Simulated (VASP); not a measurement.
# MnO (P6_3/mmc) in VASP: notebook

MnO is run at these levels: RPBE+U; tasks: relaxation of shape and atoms at fixed volume.

Program: VASP 6.6.1. These are calculated values, not measurements. Logs are shortened: lines on timing, memory, paths and dates and some standing lists are left out, and cuts for length are marked.

## Step 1: The cell of the first run

It takes space group P6_3/mmc (No. 194, hexagonal). The conventional cell has a = 3.749 Å, b = 3.749 Å, c = 4.609 Å, α = 90.00°, β = 90.00°, γ = 120.00°. Mn (site symmetry -6m2) has 5 O at 2.16 to 2.30 Å within 2.9 Å. Within 2.9 Å of O (site symmetry -6m2) lie 5 Mn at 2.16 to 2.30 Å.

## Step 2: Relaxation of shape and atoms at fixed volume, RPBE+U, collinear spin, ferromagnetic start

INCAR

```
SYSTEM = MnO
ALGO = Normal
EDIFF = 1E-6
EDIFFG = -0.01
ENCUT = 600
GGA = RP
IBRION = 2
ISIF = 4
ISMEAR = 0
ISPIN = 2
LASPH = .True.
LCHARG = .False.
LDAU = .True.
LDAUJ = 0 0
LDAUL = 2 -1
LDAUPRINT = 1
LDAUTYPE = 2
LDAUU = 3.9 0
LMAXMIX = 4
LORBIT = 11
LREAL = .False.
LWAVE = .False.
MAGMOM = 4.65 4.65 0.12 0.12
NELM = 150
NSW = 60
PREC = Accurate
SIGMA = 0.05
```

KPOINTS

```
k-points
0
Gamma
  8 8 4
  0 0 0
```

POSCAR

```
MnO
1.0
    3.7491540939      0.0000000000      0.0000000000
   -1.8745770470      3.2468626880      0.0000000000
    0.0000000000      0.0000000000      4.6093776242
Mn O
2 2
Direct
    0.3333333333      0.6666666667     -0.0567850000
    0.6666666667      0.3333333333      0.4432150000
    0.3333333333      0.6666666667      0.4432150000
    0.6666666667      0.3333333333      0.9432150000
```

Potentials or basis: VASP PAW PBE potentials, release 64 (Mn_pv, O).

Run with:

```
cat potpaw_PBE.64/Mn_pv/POTCAR potpaw_PBE.64/O/POTCAR > POTCAR
mpirun -np 1 vasp_std > vasp.out
```

OUTCAR:

```text
SYSTEM = MnO
   EDIFF = 1E-6
   EDIFFG = -0.01
   ENCUT = 600
   GGA = RP
   IBRION = 2
   ISIF = 4
   ISMEAR = 0
   ISPIN = 2
   LASPH = .True.
   LORBIT = 11
   LREAL = .False.
   NELM = 150
   NSW = 60
   PREC = Accurate

 ion  position               nearest neighbor table
   1  0.333  0.667  0.943-   4 2.16   4 2.16   4 2.16   3 2.30   3 2.30   2 3.16   2 3.16   2 3.16
                             2 3.16   2 3.16   2 3.16
   2  0.667  0.333  0.443-   3 2.16   3 2.16   3 2.16   4 2.30   4 2.30   1 3.16   1 3.16   1 3.16
                             1 3.16   1 3.16   1 3.16
   3  0.333  0.667  0.443-   2 2.16   2 2.16   2 2.16   1 2.30   1 2.30
   4  0.667  0.333  0.943-   1 2.16   1 2.16   1 2.16   2 2.30   2 2.30

  LATTYP: Found a hexagonal cell.
 ALAT       =     3.7491540939
 C/A-ratio  =     1.2294446984

  Lattice vectors:

 A1 = (   3.7491540939,   0.0000000000,   0.0000000000)
 A2 = (  -1.8745770470,   3.2468626880,   0.0000000000)
 A3 = (   0.0000000000,   0.0000000000,   4.6093776242)

Analysis of symmetry for initial positions (statically):
=====================================================================
 Subroutine PRICEL returns:
 Original cell was already a primitive cell.

 Routine SETGRP: Setting up the symmetry group for a
 hexagonal supercell.

 Subroutine GETGRP returns: Found 24 space group operations
 (whereof  6 operations were pure point group operations)
 out of a pool of 24 trial point group operations.

The static configuration has the point symmetry C_3v.
 The point group associated with its full space group is D_6h.

Analysis of symmetry for dynamics (positions and initial velocities):
=====================================================================
 Subroutine PRICEL returns:
 Original cell was already a primitive cell.

 Routine SETGRP: Setting up the symmetry group for a
 hexagonal supercell.

 Subroutine GETGRP returns: Found 24 space group operations
 (whereof  6 operations were pure point group operations)
 out of a pool of 24 trial point group operations.

The dynamic configuration has the point symmetry C_3v.
 The point group associated with its full space group is D_6h.

Analysis of structural, dynamic, and magnetic symmetry:
=====================================================================
 Subroutine PRICEL returns:
 Original cell was already a primitive cell.

 Routine SETGRP: Setting up the symmetry group for a
 hexagonal supercell.

 Subroutine GETGRP returns: Found 24 space group operations
 (whereof  6 operations were pure point group operations)
 out of a pool of 24 trial point group operations.

The overall configuration has the point symmetry C_3v.
 The point group associated with its full space group is D_6h.

 Subroutine INISYM returns: Found 24 space group operations
 (whereof  6 operations are pure point group operations),
 and found     1 'primitive' translations

----------------------------------------------------------------------------------------

                                     Primitive cell

  volume of cell :      56.1099

  direct lattice vectors                    reciprocal lattice vectors
     3.749154094  0.000000000  0.000000000     0.266726834  0.153994809  0.000000000
[... 137 lines left out ...]

 number of electron      37.9999984 magnetization       9.9999995

 Free energy of the ion-electron system (eV)
  ---------------------------------------------------
  ext. energy  EPLUGINS =         0.00000000
  ---------------------------------------------------
  free energy    TOTEN  =       -29.74095633 eV

  energy without entropy =      -29.74069750  energy(sigma->0) =      -29.74082691

------------------------ aborting loop because EDIFF is reached ----------------------------------------

  FORCE on cell =-STRESS in cart. coord.  units (eV):
  Direction    XX          YY          ZZ          XY          YZ          ZX
  --------------------------------------------------------------------------------------
  -------------------------------------------------------------------------------------
  Total       -0.1480521     -0.1480521     -0.4416607      0.0000000     -0.0000000      0.0000000
  in kB       -4.2275197     -4.2275197    -12.6112993      0.0000000     -0.0000000      0.0000000
  external PRESSURE =      -7.0221129 kB  Pullay stress =       0.0000000 kB
[... 57 lines left out ...]
  FREE ENERGIE OF THE ION-ELECTRON SYSTEM (eV)
  ---------------------------------------------------
  free  energy   TOTEN  =       -29.7415526416 eV

  energy  without entropy=      -29.7412946839  energy(sigma->0) =      -29.74142366

atom =   1  type =  1  l = 2

 onsite density matrix

spin component  1

  0.9497 -0.0000  0.0000 -0.0000  0.0000
 -0.0000  0.9428  0.0000 -0.0000  0.0000
  0.0000  0.0000  0.9694 -0.0000 -0.0000
 -0.0000 -0.0000 -0.0000  0.9428  0.0000
  0.0000  0.0000 -0.0000  0.0000  0.9497

spin component  2

  0.0404  0.0000  0.0000 -0.0000 -0.0000
  0.0000  0.0167  0.0000 -0.0000  0.0000
  0.0000  0.0000  0.0658  0.0000 -0.0000
 -0.0000 -0.0000  0.0000  0.0167  0.0000
 -0.0000  0.0000 -0.0000  0.0000  0.0404

 occupancies and eigenvectors

  o =  0.0167  v =  0.0000  0.0000  0.0000  0.0000  0.0000 -0.0000  0.8277 -0.0000  0.5612 -0.0000      0.0000  0.0000  0.0000  0.0000  0.0000  0.0000  0.0000  0.0000  0.0000  0.0000
  o =  0.0167  v =  0.0000  0.0000  0.0000  0.0000  0.0000 -0.0000  0.5612 -0.0000 -0.8277 -0.0000      0.0000  0.0000  0.0000  0.0000  0.0000  0.0000  0.0000  0.0000  0.0000  0.0000
  o =  0.0404  v =  0.0000  0.0000  0.0000  0.0000  0.0000 -0.9999 -0.0000  0.0000  0.0000 -0.0143      0.0000  0.0000  0.0000  0.0000  0.0000  0.0000  0.0000  0.0000  0.0000  0.0000
  o =  0.0404  v =  0.0000  0.0000  0.0000  0.0000  0.0000  0.0143 -0.0000 -0.0000 -0.0000 -0.9999      0.0000  0.0000  0.0000  0.0000  0.0000  0.0000  0.0000  0.0000  0.0000  0.0000
  o =  0.0658  v =  0.0000  0.0000  0.0000  0.0000  0.0000 -0.0000 -0.0000 -1.0000 -0.0000  0.0000      0.0000  0.0000  0.0000  0.0000  0.0000  0.0000  0.0000  0.0000  0.0000  0.0000
  o =  0.9428  v = -0.0000 -0.8272  0.0000 -0.5619 -0.0000  0.0000  0.0000  0.0000  0.0000  0.0000      0.0000  0.0000  0.0000  0.0000  0.0000  0.0000  0.0000  0.0000  0.0000  0.0000
  o =  0.9428  v = -0.0000  0.5619 -0.0000 -0.8272  0.0000  0.0000  0.0000  0.0000  0.0000  0.0000      0.0000  0.0000  0.0000  0.0000  0.0000  0.0000  0.0000  0.0000  0.0000  0.0000
  o =  0.9497  v = -0.0076 -0.0000  0.0000 -0.0000  1.0000  0.0000  0.0000  0.0000  0.0000  0.0000      0.0000  0.0000  0.0000  0.0000  0.0000  0.0000  0.0000  0.0000  0.0000  0.0000
  o =  0.9497  v =  1.0000 -0.0000 -0.0000 -0.0000  0.0076  0.0000  0.0000  0.0000  0.0000  0.0000      0.0000  0.0000  0.0000  0.0000  0.0000  0.0000  0.0000  0.0000  0.0000  0.0000
  o =  0.9694  v = -0.0000 -0.0000 -1.0000  0.0000  0.0000  0.0000  0.0000  0.0000  0.0000  0.0000      0.0000  0.0000  0.0000  0.0000  0.0000  0.0000  0.0000  0.0000  0.0000  0.0000

atom =   2  type =  1  l = 2

 onsite density matrix

spin component  1

  0.9497 -0.0000  0.0000 -0.0000  0.0000
 -0.0000  0.9428  0.0000 -0.0000  0.0000
  0.0000  0.0000  0.9694 -0.0000 -0.0000
 -0.0000 -0.0000 -0.0000  0.9428 -0.0000
  0.0000  0.0000 -0.0000 -0.0000  0.9497

spin component  2

  0.0404  0.0000  0.0000 -0.0000 -0.0000
  0.0000  0.0167  0.0000 -0.0000  0.0000
  0.0000  0.0000  0.0658  0.0000 -0.0000
 -0.0000 -0.0000  0.0000  0.0167 -0.0000
 -0.0000  0.0000 -0.0000 -0.0000  0.0404

 occupancies and eigenvectors

  o =  0.0167  v =  0.0000  0.0000  0.0000  0.0000  0.0000  0.0000  0.8278 -0.0000  0.5611 -0.0000      0.0000  0.0000  0.0000  0.0000  0.0000  0.0000  0.0000  0.0000  0.0000  0.0000
  o =  0.0167  v =  0.0000  0.0000  0.0000  0.0000  0.0000 -0.0000  0.5611 -0.0000 -0.8278 -0.0000      0.0000  0.0000  0.0000  0.0000  0.0000  0.0000  0.0000  0.0000  0.0000  0.0000
  o =  0.0404  v =  0.0000  0.0000  0.0000  0.0000  0.0000 -0.9971 -0.0000  0.0000  0.0000 -0.0759      0.0000  0.0000  0.0000  0.0000  0.0000  0.0000  0.0000  0.0000  0.0000  0.0000
  o =  0.0404  v =  0.0000  0.0000  0.0000  0.0000  0.0000  0.0759 -0.0000 -0.0000  0.0000 -0.9971      0.0000  0.0000  0.0000  0.0000  0.0000  0.0000  0.0000  0.0000  0.0000  0.0000
  o =  0.0658  v =  0.0000  0.0000  0.0000  0.0000  0.0000 -0.0000 -0.0000 -1.0000 -0.0000  0.0000      0.0000  0.0000  0.0000  0.0000  0.0000  0.0000  0.0000  0.0000  0.0000  0.0000
  o =  0.9428  v = -0.0000 -0.8272  0.0000 -0.5619  0.0000  0.0000  0.0000  0.0000  0.0000  0.0000      0.0000  0.0000  0.0000  0.0000  0.0000  0.0000  0.0000  0.0000  0.0000  0.0000
  o =  0.9428  v =  0.0000  0.5619 -0.0000 -0.8272 -0.0000  0.0000  0.0000  0.0000  0.0000  0.0000      0.0000  0.0000  0.0000  0.0000  0.0000  0.0000  0.0000  0.0000  0.0000  0.0000
  o =  0.9497  v = -0.0096  0.0000  0.0000  0.0000  1.0000  0.0000  0.0000  0.0000  0.0000  0.0000      0.0000  0.0000  0.0000  0.0000  0.0000  0.0000  0.0000  0.0000  0.0000  0.0000
  o =  0.9497  v =  1.0000  0.0000 -0.0000 -0.0000  0.0096  0.0000  0.0000  0.0000  0.0000  0.0000      0.0000  0.0000  0.0000  0.0000  0.0000  0.0000  0.0000  0.0000  0.0000  0.0000
  o =  0.9694  v = -0.0000 -0.0000 -1.0000  0.0000  0.0000  0.0000  0.0000  0.0000  0.0000  0.0000      0.0000  0.0000  0.0000  0.0000  0.0000  0.0000  0.0000  0.0000  0.0000  0.0000

--------------------------------------- Ionic step        3  -------------------------------------------

 number of electron      37.9999996 magnetization       9.9999996

 Free energy of the ion-electron system (eV)
  ---------------------------------------------------
  ext. energy  EPLUGINS =         0.00000000
  ---------------------------------------------------
  free energy    TOTEN  =       -29.74216104 eV

  energy without entropy =      -29.74190437  energy(sigma->0) =      -29.74203270

 E-fermi :   4.4564     XC(G=0):  -9.9961

 val. band max:        4.4073698621   @ k =   0.3750   0.2500   0.5000
 cond. band min:       5.1497427700   @ k =   0.1250   0.0000   0.0000
 fundamental gap:      0.7423729079
 Fermi energy:         4.4564401236

 spin component 1

 k-point     1 :       0.0000    0.0000    0.0000
  band No.  band energies     occupation
      1     -45.2602      1.00000
      2     -45.2602      1.00000
      3     -45.2546      1.00000
      4     -45.2450      1.00000
      5     -45.2450      1.00000
      6     -45.2127      1.00000
[... 1514 lines left out ...]
  FREE ENERGIE OF THE ION-ELECTRON SYSTEM (eV)
  ---------------------------------------------------
  free  energy   TOTEN  =       -29.7421610375 eV

  energy  without entropy=      -29.7419043660  energy(sigma->0) =      -29.74203270

 reached required accuracy - stopping structural energy minimisation

 total charge

# of ion       s       p       d       tot
------------------------------------------
    1        0.203   6.167   4.917  11.287
    2        0.203   6.167   4.917  11.287
    3        1.554   3.437   0.000   4.991
    4        1.554   3.437   0.000   4.991
--------------------------------------------------
tot          3.514  19.208   9.833  32.556

 magnetization (x)

# of ion       s       p       d       tot
------------------------------------------
    1        0.036   0.036   4.565   4.637
    2        0.036   0.036   4.565   4.637
    3        0.017   0.083   0.000   0.099
    4        0.017   0.083   0.000   0.099
--------------------------------------------------
tot          0.106   0.237   9.129   9.473
```

Run time: 3.9 min. Hardware: 1 thread of Oxide Virtual Turin-like, shared host; peak memory 0.22 GiB.

Results:

| Quantity | Value |
| --- | --- |
| Free energy | -29.7422 eV |
| Energy gained by relaxing | 0.3 meV/atom |
| Ionic steps | 3 |
| Pressure after relaxing | -0.7 GPa |
| Band gap on the k mesh | zero (filled and empty bands overlap) |
| Net moment | 10.00 μB per cell |
| Site moments | Mn +4.64; O +0.10 μB |
| Valence electrons inside the program's atomic spheres | Mn 11.29; O 4.99 |

Step by step:
```csv
step,energy change (eV),largest force (eV/Å),pressure (GPa),volume (Å³)
1,0.0000,0.0000,-0.70,56.11
2,-0.0006,0.0000,-0.67,56.11
3,-0.0012,0.0000,-0.66,56.11
```

Final structure:
```
Mn O
1.0
     3.76694    0.00000    0.00000
    -1.88347    3.26227    0.00000
     0.00000    0.00000    4.56595
Mn O
2 2
Direct
  0.33333 0.66667 0.94322
  0.66667 0.33333 0.44322
  0.33333 0.66667 0.44322
  0.66667 0.33333 0.94322
```

Levels at points of the mesh, in eV from the Fermi level:
Spin up:
```tsv
k point	band 20	band 21	band 22	band 23	band 24	band 25	band 26	band 27	band 28
(0.00, 0.00, 0.00)	-2.14	-0.84	-0.84	-0.32	-0.32	-0.12	5.34	8.20	9.93
(0.50, 0.00, 0.00)	-2.48	-2.46	-2.28	-2.02	-1.51	4.68	4.93	7.50	8.62
(0.00, 0.00, 0.50)	-1.90	-0.47	-0.47	-0.47	-0.47	3.38	3.38	9.88	9.88
(0.50, 0.00, 0.50)	-2.59	-1.73	-1.73	-0.27	-0.27	4.85	4.85	7.39	7.39
```
Spin down:
| k point | band 12 | band 13 | band 14 | band 15 | band 16 | band 17 |
| --- | --- | --- | --- | --- | --- | --- |
| (0.00, 0.00, 0.00) | -2.98 | -2.98 | -1.94 | 1.14 | 3.62 | 3.62 |
| (0.50, 0.00, 0.00) | -3.51 | -2.95 | -2.47 | 3.00 | 3.10 | 3.43 |
| (0.00, 0.00, 0.50) | -3.31 | -3.31 | -3.31 | 3.21 | 3.21 | 4.62 |
| (0.50, 0.00, 0.50) | -3.16 | -2.96 | -2.96 | 3.46 | 3.46 | 4.36 |

Eigenvalues of the final occupation matrices:
| site | spin | trace | eigenvalues |
| --- | --- | --- | --- |
| site 1 d | 1 | 4.75 | 0.94 0.94 0.95 0.95 0.97 |
| site 1 d | 2 | 0.18 | 0.02 0.02 0.04 0.04 0.07 |
| site 2 d | 1 | 4.75 | 0.94 0.94 0.95 0.95 0.97 |
| site 2 d | 2 | 0.18 | 0.02 0.02 0.04 0.04 0.07 |

Caveat: the PAW data sets were made with another functional, which shifts forces and pressure a little; only a ferromagnetic start was run, and an antiferromagnetic order may lie lower in energy. The state reached can hang on the start; a lower one may exist.

(Part 1 of 2 ends here.)
